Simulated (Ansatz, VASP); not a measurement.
**One calculation of C, two programs**

The input INCAR:

```
ALGO = Normal
EDIFF = 1E-7
ENCUT = 520
GGA = PS
ISIF = 2
ISMEAR = 0
IVDW = 12
LASPH = T
LCHARG = T
LELF = T
LREAL = F
LVHAR = T
LWAVE = F
NBANDS = 16
NELM = 100
PREC = Accurate
SIGMA = 0.15
```

File KPOINTS:

```
k-points
0
Gamma
  18 18 2
```

The input POSCAR:

```
C
1.0
    2.4238290984      0.0000000000      0.0000000000
   -1.2119145492      2.0990975736      0.0000000000
    0.0000000000      0.0000000000     24.7725029173
C
4
Direct
    0.0000000000      0.0000000000      0.5621879940
    0.0000000000      0.0000000000      0.4378120060
    0.3333333333      0.6666666667      0.4307319445
    0.6666666667      0.3333333333      0.5692680555
```

Input for Ansatz:

```yaml
crystal:
  lattice:
    - [2.4238290984, 0.0, 0.0]
    - [-1.2119145492, 2.0990975736, 0.0]
    - [0.0, 0.0, 24.7725029173]
  atoms:
    - { symbol: C, position: [0.0, 0.0, 0.562187994] }
    - { symbol: C, position: [0.0, 0.0, 0.437812006] }
    - { symbol: C, position: [0.3333333333, 0.6666666667, 0.4307319445] }
    - { symbol: C, position: [0.6666666667, 0.3333333333, 0.5692680555] }
basis:
  ecutwfc: 520.0
kpoints:
  mp_grid: { grid: [18, 18, 2] }
hamiltonian:
  xc: pbesol
  pseudopotentials: { kind: paw, azcp: { folder: soft_1 } }
  dispersion: d3bj
scf:
  occupations: { method: gaussian, width: 0.15 }
output:
  forces: true
  stress: true
  eigenvalues: true
```

Alike in both runs: task single point; functional PBEsol; dispersion D3(BJ); k mesh 18 × 18 × 2; occupations gaussian, width 0.15 eV; no spin polarisation.

|  | VASP | Ansatz |
| --- | --- | --- |
| version | VASP 6.6.1 | Ansatz 0.2.0 |
| potentials or method | VASP PAW PBE potentials, release 64 (C), cutoff 520 eV | scalar-relativistic, plane waves, PAW |
| valence electrons in the cell | 16 | 16 |

|  | VASP | Ansatz | Ansatz less VASP |
| --- | --- | --- | --- |
| gap on the k mesh at the Fermi level (eV) | none | none | - |
| rms of the force components (eV/Å) | 1.674 | 1.684 | +0.0102 |

VASP's potentials were made for PBE, not for PBEsol, and Ansatz warns of the same on its side. Atom by atom the forces differ by 0.010 eV/Å (rms over components). A gap of «none» marks a metal or a gap that the smearing closes.
